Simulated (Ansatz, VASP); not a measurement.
Al: VASP beside Ansatz

```
Al
1.0
     2.83943    0.00000    0.00000
     0.00000    4.01556    0.00000
     0.00000    0.00000   24.93799
Al
8
Direct
  0.50000 0.50000 0.30217
  0.00000 0.00000 0.35438
  0.50000 0.50000 0.41392
  0.00000 0.00000 0.47018
  0.50000 0.50000 0.52982
  0.00000 0.00000 0.58608
  0.50000 0.50000 0.64562
  0.00000 0.00000 0.69783
```

Alike in both runs: functional PBEsol; k mesh 12 × 9 × 1; occupations gaussian, width 0.1 eV; no spin polarisation.

Ansatz relaxed the structure, and its values are those at the end. VASP's run is a single point on that final structure, the one shown.

|  | VASP | Ansatz |
| --- | --- | --- |
| version | VASP 6.6.1 | Ansatz 0.2.0 |
| potentials or method | VASP PAW PBE potentials, release 64 (Al), cutoff 520 eV | scalar-relativistic, plane waves, PAW |
| valence electrons in the cell | 24 | 24 |

```csv
,VASP,Ansatz,Ansatz less VASP
gap on the k mesh at the Fermi level (eV),none,none,-
rms of the force components (eV/Å),0.003,0.003,+0.0001
```

VASP's potentials were made for PBE, not for PBEsol. A gap of «none» marks a metal or a gap that the smearing closes. Ansatz's warnings: xc potential rough in thin density.
